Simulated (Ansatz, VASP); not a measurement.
One calculation of NaI, two programs

```
Na I
1.0
    -4.05794    4.05794    4.05794
     4.05794   -4.05794    4.05794
     4.05794    4.05794   -4.05794
Na I
4 4
Direct
  0.00000 0.00000 0.00000
  0.50000 0.50000 0.00000
  0.50000 0.00000 0.50000
  0.00000 0.50000 0.50000
  0.50000 0.50000 0.50000
  0.00000 0.00000 0.50000
  0.00000 0.50000 0.00000
  0.50000 0.00000 0.00000
```

Alike in both runs: functional PBE; k mesh 6 × 6 × 6; occupations gaussian, width 0.02 eV; no spin polarisation.

Ansatz relaxed the structure, and its values are those at the end. VASP's run is a single point on that final structure, the one shown.

|  | VASP | Ansatz |
| --- | --- | --- |
| version | VASP 6.6.1 | Ansatz 0.2.0 |
| potentials or method | VASP PAW PBE potentials, release 64 (Na_pv, I), cutoff 520 eV | scalar-relativistic, plane waves, PAW |
| valence electrons in the cell | 56 | 104 |

|  | VASP | Ansatz | Ansatz less VASP |
| --- | --- | --- | --- |
| gap on the k mesh at the Fermi level (eV) | 2.28 | 2.28 | +0.003 |
| least direct gap on the mesh (eV) | 2.28 | 2.28 | +0.003 |
| pressure (GPa) | 0.1 | 0.1 | 0.00 |

The functional is the same, so the differences come from potentials, cutoffs and numerics. VASP's potentials hold 56 valence electrons a cell and Ansatz's 104, so a difference there can come from the potentials and not from the codes.

Spin-orbit coupling is off throughout.
